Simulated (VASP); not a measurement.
# Zr (I4_1/amd) in VASP: a series of runs, part 2 of 2

VASP 6.6.1. Earlier steps stand in the parts before.

## 3. Relaxation of shape and atoms at fixed volume, PBE

This run uses another cell than the first one, of 11.80 Å³/atom.

The input, INCAR:

```
  PREC = Accurate
  ENCUT = 500
  EDIFF = 1E-7
  ISMEAR = -1
  SIGMA = 0.1
  LREAL = F
  LASPH = T
  NELM = 120
  ALGO = Normal
  ISIF = 4
  LWAVE = F
  LCHARG = F
  GGA = PE
  IBRION = 2
  NSW = 50
  EDIFFG = -0.005
  GGA_COMPAT = F
  NELMIN = 4
```

The input, KPOINTS:

```
regular mesh
0
Gamma
  14 14 14
```

The input, POSCAR:

```
Zr
1.0
   -2.2038633039      2.2038633039      1.2149701493
    2.2038633039     -2.2038633039      1.2149701493
    2.2038633039      2.2038633039     -1.2149701493
Zr
2
Direct
   -0.3750000000     -0.1250000000     -0.2500000000
    0.3750000000      0.1250000000      0.2500000000
```

Potentials or basis: VASP PAW PBE potentials, release 64 (Zr_sv).

Run with:

```
cat potpaw_PBE.64/Zr_sv/POTCAR > POTCAR
mpirun -np 1 vasp_std > vasp.out
```

OUTCAR:

```text
PREC = Accurate
   ENCUT = 500
   EDIFF = 1E-7
   ISMEAR = -1
   LREAL = F
   LASPH = T
   NELM = 120
   ISIF = 4
   GGA = PE
   IBRION = 2
   NSW = 50
   EDIFFG = -0.005
   NELMIN = 4

 ion  position               nearest neighbor table
   1  0.625  0.875  0.750-   2 2.29   2 2.29   2 2.29   2 2.29   2 2.86   2 2.86   2 2.86   2 2.86
                             2 3.75   2 3.75
   2  0.375  0.125  0.250-   1 2.29   1 2.29   1 2.29   1 2.29   1 2.86   1 2.86   1 2.86   1 2.86
                             1 3.75   1 3.75

  LATTYP: Found a body centered tetragonal cell.
 ALAT       =     4.4077266078
 C/A-ratio  =     0.5512910656

  Lattice vectors:

 A1 = (  -2.2038633039,   2.2038633039,   1.2149701493)
 A2 = (   2.2038633039,  -2.2038633039,   1.2149701493)
 A3 = (   2.2038633039,   2.2038633039,  -1.2149701493)

Analysis of symmetry for initial positions (statically):
=====================================================================
 Subroutine PRICEL returns:
 Original cell was already a primitive cell.

 Routine SETGRP: Setting up the symmetry group for a
 body centered tetragonal supercell.

 Subroutine GETGRP returns: Found 16 space group operations
 (whereof  4 operations were pure point group operations)
 out of a pool of 16 trial point group operations.

The static configuration has the point symmetry C_2h.
 The point group associated with its full space group is D_4h.

Analysis of symmetry for dynamics (positions and initial velocities):
=====================================================================
 Subroutine PRICEL returns:
 Original cell was already a primitive cell.

 Routine SETGRP: Setting up the symmetry group for a
 body centered tetragonal supercell.

 Subroutine GETGRP returns: Found 16 space group operations
 (whereof  4 operations were pure point group operations)
 out of a pool of 16 trial point group operations.

The dynamic configuration has the point symmetry C_2h.
 The point group associated with its full space group is D_4h.

 Subroutine INISYM returns: Found 16 space group operations
 (whereof  4 operations are pure point group operations),
 and found     1 'primitive' translations

----------------------------------------------------------------------------------------

                                     Primitive cell

  volume of cell :      23.6045

  direct lattice vectors                    reciprocal lattice vectors
    -2.203863304  2.203863304  1.214970149     0.000000000  0.226874325  0.411532744
     2.203863304 -2.203863304  1.214970149     0.226874325  0.000000000  0.411532744
     2.203863304  2.203863304 -1.214970149     0.226874325  0.226874325  0.000000000

  length of vectors
     3.345172550  3.345172550  3.345172550     0.469926759  0.469926759  0.320848748

  position of ions in fractional coordinates (direct lattice)
     0.625000000  0.875000000  0.750000000
     0.375000000  0.125000000  0.250000000

  ion indices of the primitive-cell ions
   primitive index   ion index
                 1           1
                 2           2

----------------------------------------------------------------------------------------

[... 51 lines left out ...]
   k-points           NKPTS =    244   k-points in BZ     NKDIM =    244   number of bands    NBANDS=     16
   number of dos      NEDOS =    301   number of ions     NIONS =      2
   total plane-waves  NPLWV =  13824
   dimension x,y,z NGX =    24 NGY =   24 NGZ =   24
   dimension x,y,z NGXF=    48 NGYF=   48 NGZF=   48
   ions per type =               2
   NGX,Y,Z   is equivalent  to a cutoff of  11.93, 11.93, 11.93 a.u.
   NGXF,Y,Z  is equivalent  to a cutoff of  23.85, 23.85, 23.85 a.u.
 SYSTEM =  unknown system
   PREC   = accura    normal or accurate (medium, high low for compatibility)
   ISTART =      0    job   : 0-new  1-cont  2-samecut
   ICHARG =      2    charge: 1-file 2-atom 10-const
   ISPIN  =      1    spin polarized calculation?
   LNONCOLLINEAR =      F non collinear calculations
   LSORBIT =      F    spin-orbit coupling
   LASPH  =      T    aspherical Exc in radial PAW
   ENCUT  =  500.0 eV  36.75 Ry    6.06 a.u.   6.10  6.10  6.10*2*pi/ulx,y,z
   NELM   =    120;   NELMIN=  4; NELMDL= -5     # of ELM steps
   EDIFF  = 0.1E-06   stopping-criterion for ELM
   LREAL  =      F    real-space projection
   EDIFFG = -.5E-02   stopping-criterion for IOM
   NSW    =     50    number of steps for IOM
   IBRION =      2    ionic relax: 0-MD 1-quasi-New 2-CG
   NFREE  =      1    steps in history (QN), initial steepest desc. (CG)
   ISIF   =      4    stress and relaxation
   ISYM   =      2    0-nonsym 1-usesym 2-fastsym
   POTIM  = 0.5000    time-step for ionic-motion
   TEBEG  =    0.0;   TEEND  =   0.0 temperature during run
   PSTRESS=    0.0 pullay stress
   NELECT =      24.0000    total number of electrons
   NUPDOWN=      -1.0000    fix difference up-down
   EMIN   =  10.00;   EMAX   =-10.00  energy-range for DOS
   EFERMI =   0.00;   METHOD = LEGACY
   ISMEAR =    -1;   SIGMA  =   0.10  broadening in eV -4-tet -1-fermi 0-gaus
   EFERMI_NEDOS =   21; number of points for ismear=-14 and -15
   IALGO  =     38    algorithm
   IMIX   =      4    mixing-type and parameters
     AMIX     =   0.40;   BMIX     =  1.00
     AMIX_MAG =   1.60;   BMIX_MAG =  1.00
  volume/ion in A,a.u.               =      11.80        79.65
  Fermi-wavevector in a.u.,A,eV,Ry     =   1.646191  3.110850 36.871047  2.709945
  Thomas-Fermi vector in A             =   2.735861
   LORBIT       =      0    0 simple, 1 ext, 2 COOP (PROOUT), +10 PAW based schemes
   GGA     = PE    functional components
   LHFCALC =     F    Hartree Fock is set to
   AEXX    =    0.0000 exact exchange contribution
   IVDW    =     0    specifies the selected vdW correction
   LEPSILON=     F    determine dielectric tensor
   LRPA    =     F    only Hartree local field effects (RPA)
 conjugate gradient relaxation of ions
 non-spin polarized calculation
  energy-cutoff  :      500.00
  volume of cell :       23.60
 maximum number of plane-waves:       616
   NGX = 13   NGY = 13   NGZ = 13

--------------------------------------- Ionic step        1  -------------------------------------------

 number of electron      24.0000000 magnetization

 Free energy of the ion-electron system (eV)
  ---------------------------------------------------
  ext. energy  EPLUGINS =         0.00000000
  ---------------------------------------------------
  free energy    TOTEN  =        -7.72239182 eV

  energy without entropy =       -7.67706367  energy(sigma->0) =       -7.69972775

------------------------ aborting loop because EDIFF is reached ----------------------------------------

  FORCE on cell =-STRESS in cart. coord.  units (eV):
  Direction    XX          YY          ZZ          XY          YZ          ZX
  --------------------------------------------------------------------------------------
  -------------------------------------------------------------------------------------
  Total       29.8164944     29.8164944     30.3024694     -0.0000000      0.0000000      0.0000000
  in kB     2023.8217411   2023.8217411   2056.8077391     -0.0000000      0.0000000      0.0000000
  external PRESSURE =    2034.8170738 kB  Pullay stress =       0.0000000 kB
[... 59 lines left out ...]
--------------------------------------- Ionic step        3  -------------------------------------------

 number of electron      24.0000000 magnetization

 Free energy of the ion-electron system (eV)
  ---------------------------------------------------
  ext. energy  EPLUGINS =         0.00000000
  ---------------------------------------------------
  free energy    TOTEN  =        -7.72324670 eV

  energy without entropy =       -7.67749362  energy(sigma->0) =       -7.70037016

 E-fermi :  18.6312     XC(G=0): -14.5693

 val. band max:       18.6279538223   @ k =  -0.2857  -0.3571   0.2143
 cond. band min:      18.6329188267   @ k =  -0.4286   0.5000   0.3571
 fundamental gap:      0.0049650044
 Fermi energy:        18.6312103474

 k-point     1 :       0.0000    0.0000    0.0000
  band No.  band energies     occupation
      1     -31.3188      2.00000
      2     -28.1573      2.00000
      3     -10.5860      2.00000
      4     -10.5860      2.00000
      5      -5.4423      2.00000
      6      -5.3633      2.00000
[... 433 lines left out ...]
      3     -10.7930      2.00000
      4      -9.8624      2.00000
      5      -9.4765      2.00000
      6      -8.5210      2.00000
[... 8 lines left out ...]
     15      22.9531      0.00000
     16      25.9690      0.00000

 [... further k-points ...]

------------------------ aborting loop because EDIFF is reached ----------------------------------------

  FORCE on cell =-STRESS in cart. coord.  units (eV):
  Direction    XX          YY          ZZ          XY          YZ          ZX
  --------------------------------------------------------------------------------------
  -------------------------------------------------------------------------------------
  Total       29.9776863     29.9776863     29.9800211      0.0000000     -0.0000000      0.0000000
  in kB     2034.7627907   2034.7627907   2034.9212649      0.0000000     -0.0000000      0.0000000
  external PRESSURE =    2034.8156154 kB  Pullay stress =       0.0000000 kB
[... 17 lines left out ...]
  FREE ENERGIE OF THE ION-ELECTRON SYSTEM (eV)
  ---------------------------------------------------
  free  energy   TOTEN  =        -7.7232466975 eV

  energy  without entropy=       -7.6774936241  energy(sigma->0) =       -7.70037016

 reached required accuracy - stopping structural energy minimisation
```

OSZICAR:

```text
N       E                     dE             d eps       ncg     rms          rms(c)
DAV:   1     0.236200757461E+03    0.23620E+03   -0.13996E+04  7808   0.156E+03
DAV:   2     0.563413408891E+01   -0.23057E+03   -0.22818E+03  9376   0.448E+02
DAV:   3    -0.755516387729E+01   -0.13189E+02   -0.12745E+02 14512   0.842E+01
[... 23 lines left out ...]
DAV:   2    -0.772464847860E+01    0.44705E-02   -0.11585E-02 10312   0.962E-01    0.238E-01
DAV:   3    -0.772323805253E+01    0.14104E-02   -0.43983E-03 10328   0.586E-01    0.481E-02
DAV:   4    -0.772324629162E+01   -0.82391E-05   -0.73289E-05  8848   0.966E-02    0.159E-02
DAV:   5    -0.772324669900E+01   -0.40738E-06   -0.28402E-06 10912   0.144E-02    0.565E-03
DAV:   6    -0.772324669749E+01    0.15098E-08   -0.15535E-07  7800   0.348E-03
   3 F= -.77232467E+01 E0= -.77003702E+01  d E =-.854873E-03
```

Run time: 1.9 min. Hardware: 1 thread of Intel Xeon Platinum 8375C at 2.90GHz (Ice Lake), shared host; peak memory 0.19 GiB.

What came out:

| Item | Value |
| --- | --- |
| Free energy | -7.7232 eV |
| Energy gained by relaxing | 0.4 meV/atom |
| Ionic steps | 3 |
| Pressure after relaxing | 203.5 GPa |
| Band gap on the k mesh | zero (bands 12 and 13 overlap by 3.04 eV) |

The path:
| step | energy change (eV) | largest force (eV/Å) | pressure (GPa) | volume (Å³) |
| --- | --- | --- | --- | --- |
| 1 | 0.0000 | 0.0000 | 203.48 | 23.60 |
| 2 | 0.0004 | 0.0000 | 203.53 | 23.60 |
| 3 | -0.0009 | 0.0000 | 203.48 | 23.60 |

Final structure:
```
Zr
1.0
    -2.19997    2.19997    1.21928
     2.19997   -2.19997    1.21928
     2.19997    2.19997   -1.21928
Zr
2
Direct
  0.62500 0.87500 0.75000
  0.37500 0.12500 0.25000
```

## 4. Relaxation of shape and atoms at fixed volume, PBE

This run uses another cell than the first one, of 14.16 Å³/atom.

The input, INCAR:

```
PREC = Accurate
ENCUT = 500
EDIFF = 1E-7
ISMEAR = -1
SIGMA = 0.1
LREAL = False
LASPH = True
NELM = 120
ALGO = Normal
ISIF = 4
LWAVE = False
LCHARG = False
GGA = PE
IBRION = 2
NSW = 50
EDIFFG = -0.005
GGA_COMPAT = False
NELMIN = 4
```

The input, KPOINTS:

```
Automatic mesh
0
Gamma
  14 14 14
```

The input, POSCAR:

```
Zr
1.0
   -2.3419542252      2.3419542252      1.2910984404
    2.3419542252     -2.3419542252      1.2910984404
    2.3419542252      2.3419542252     -1.2910984404
Zr
2
Direct
   -0.3750000000     -0.1250000000     -0.2500000000
    0.3750000000      0.1250000000      0.2500000000
```

Run with:

```
cat potpaw_PBE.64/Zr_sv/POTCAR > POTCAR
mpirun -np 1 vasp_std > vasp.out
```

Wall time 1.8 min (1 thread of Intel Xeon 6975P-C (Granite Rapids), shared host); peak memory 0.22 GiB.

Results (log left out):

```yaml
Free_energy: -12.0708 eV
Energy_gained_by_relaxing: 0.8 meV/atom
Ionic_steps: 3
Pressure_after_relaxing: 103.5 GPa
Band_gap_on_the_k_mesh: zero (bands 12 and 13 overlap by 2.63 eV)
```

The path:
```
step  energy change (eV)  largest force (eV/Å)  pressure (GPa)  volume (Å³)
   1              0.0000                0.0000          103.51        28.33
   2             -0.0012                0.0000          103.52        28.33
   3             -0.0015                0.0000          103.51        28.33
```

Final structure:
```cif
data_structure
_symmetry_space_group_name_H-M 'P 1'
_symmetry_Int_Tables_number 1
_cell_length_a 3.5486
_cell_length_b 3.5486
_cell_length_c 3.5486
_cell_angle_alpha 97.696
_cell_angle_beta 97.696
_cell_angle_gamma 137.069
_cell_volume 28.33
loop_
_atom_site_label
_atom_site_type_symbol
_atom_site_fract_x
_atom_site_fract_y
_atom_site_fract_z
_atom_site_occupancy
Zr1 Zr 0.62500 0.87500 0.75000 1
Zr2 Zr 0.37500 0.12500 0.25000 1
```

Levels at points of the mesh, in eV from the Fermi level:
```tsv
k point	band 9	band 10	band 11	band 12	band 13	band 14	band 15	band 16
(0.00, 0.00, 0.00)	-6.17	-5.00	-2.55	-1.59	-0.64	3.93	3.93	4.30
(0.50, 0.00, 0.00)	-4.56	-3.95	-2.00	0.08	1.36	2.92	4.22	4.27
(0.50, 0.50, 0.00)	-2.96	-2.96	-1.12	-1.12	1.70	1.70	4.56	4.56
(0.50, 0.50, 0.50)	-2.58	-2.58	-0.05	-0.05	2.71	2.71	3.89	3.89
```

## 5. Relaxation of shape and atoms at fixed volume, PBE

This run uses another cell than the first one, of 16.52 Å³/atom.

The input, INCAR:

```
SYSTEM = Zr
PREC     = Accurate       ! precision mode
ENCUT    = 500            ! plane-wave cutoff, eV
EDIFF    = 1E-7           ! SCF threshold, eV
ISMEAR   = -1             ! smearing method
SIGMA    = 0.1            ! smearing width, eV
LREAL    = .FALSE.        ! projectors in reciprocal space
LASPH    = .TRUE.         ! aspherical terms in the spheres
NELM     = 120            ! most SCF steps
ALGO     = Normal         ! electronic algorithm
ISIF     = 4              ! what is computed and relaxed
LWAVE    = .FALSE.        ! write WAVECAR
LCHARG   = .FALSE.        ! write CHGCAR
GGA      = PE             ! functional
IBRION   = 2              ! ionic algorithm
NSW      = 50             ! ionic steps
EDIFFG   = -0.005         ! ionic threshold
GGA_COMPAT= .FALSE.      
NELMIN   = 4
```

The input, KPOINTS:

```
Automatic mesh
0
G
  14 14 14
  0 0 0
```

The input, POSCAR:

```
Zr
1.0
   -2.4654375080      2.4654375080      1.3591736710
    2.4654375080     -2.4654375080      1.3591736710
    2.4654375080      2.4654375080     -1.3591736710
Zr
2
Direct
   -0.3750000000     -0.1250000000     -0.2500000000
    0.3750000000      0.1250000000      0.2500000000
```

Run with:

```
cat potpaw_PBE.64/Zr_sv/POTCAR > POTCAR
mpirun -np 1 vasp_std > vasp.out
```

It took 1.7 min on 1 thread of Intel Xeon 6975P-C (Granite Rapids), shared host; peak memory 0.23 GiB.

Results (log left out):

* Free energy: -14.3122 eV
* Energy gained by relaxing: 0.5 meV/atom
* Ionic steps: 3
* Pressure after relaxing: 53.7 GPa
* Band gap on the k mesh: zero (bands 12 and 13 overlap by 1.90 eV)

Step by step:
```
step  energy change (eV)  largest force (eV/Å)  pressure (GPa)  volume (Å³)
   1              0.0000                0.0000           53.75        33.05
   2             -0.0009                0.0000           53.73        33.05
   3             -0.0010                0.0000           53.73        33.05
```

Final structure:
```
CELL_PARAMETERS angstrom
-2.45883 2.45883 1.36649
2.45883 -2.45883 1.36649
2.45883 2.45883 -1.36649
ATOMIC_POSITIONS crystal
Zr 0.62500 0.87500 0.75000
Zr 0.37500 0.12500 0.25000
```

Levels at points of the mesh, in eV from the Fermi level:
| k point | band 8 | band 9 | band 10 | band 11 | band 12 | band 13 | band 14 | band 15 | band 16 |
| --- | --- | --- | --- | --- | --- | --- | --- | --- | --- |
| (0.00, 0.00, 0.00) | -24.75 | -5.21 | -4.92 | -1.97 | -1.20 | -0.26 | 3.83 | 3.83 | 4.07 |
| (0.50, 0.00, 0.00) | -24.64 | -3.66 | -3.27 | -1.54 | -0.04 | 1.52 | 2.58 | 3.15 | 4.05 |
| (0.50, 0.50, 0.00) | -24.74 | -2.68 | -2.68 | -0.91 | -0.91 | 1.38 | 1.38 | 3.63 | 3.63 |
| (0.50, 0.50, 0.50) | -24.37 | -2.41 | -2.41 | 0.03 | 0.03 | 2.09 | 2.09 | 3.62 | 3.62 |

## 6. Summary

| task | cell | gap on the mesh (eV) | pressure (GPa) |
| --- | --- | --- | --- |
| single point | a = 4.215 Å, angles 97.6, 97.6, 137.4°, 2 atoms | none | 0.1 |
| relaxation of shape and atoms at fixed volume | relaxed from a = 3.345 Å, angles 97.6, 97.6, 137.4°, 2 atoms | none | 203.5 |
| relaxation of shape and atoms at fixed volume | relaxed from a = 3.555 Å, angles 97.6, 97.6, 137.4°, 2 atoms | none | 103.5 |
| relaxation of shape and atoms at fixed volume | relaxed from a = 3.742 Å, angles 97.6, 97.6, 137.4°, 2 atoms | none | 53.7 |

Alike in all rows: level PBE; potentials or basis VASP PAW PBE potentials, release 64 (Zr_sv); no spin polarisation; k mesh 14 × 14 × 14; cutoff (eV) 500; smearing fermi-dirac 0.1 eV.

Total energies depend on the potentials used, so only differences within one code and one set of settings carry meaning.
